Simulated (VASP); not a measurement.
Zn:

```
Zn
1.0
     0.00000    1.96478    1.96478
     1.96478    0.00000    1.96478
     1.96478    1.96478    0.00000
Zn
1
Direct
  0.00000 0.00000 0.00000
```

This isn't the form of Zn at room conditions, which is hcp.

Base run:

| Quantity | Value |
| --- | --- |
| Program | VASP 6.6.1 |
| Functional | PBE0 |
| Potentials or basis | VASP PAW PBE potentials, release 64 (Zn) |
| Cutoff | 520 eV |
| k mesh | 8 × 8 × 8 |
| Occupations | fermi-dirac, width 0.05 eV |
| Spin | no spin polarisation |

Its results: band gap on the k mesh zero (bands 6 and 7 overlap by 4.46 eV); pressure 0.0 GPa.

Task: The run is repeated on the same cell with these changes: k mesh from 8 × 8 × 8 to 6 × 6 × 6; further incar settings from ALGO = Normal; EDIFF = 1e-06; NBANDS = 12 to ALGO = Normal; EDIFF = 1e-07; NBANDS = 12. What comes out?

Result: Band gap on the k mesh zero (bands 6 and 7 overlap by 2.64 eV); pressure -0.9 GPa.

Caveats: some runs use coarse meshes; the PAW data sets were made with another functional, which shifts forces and pressure a little.
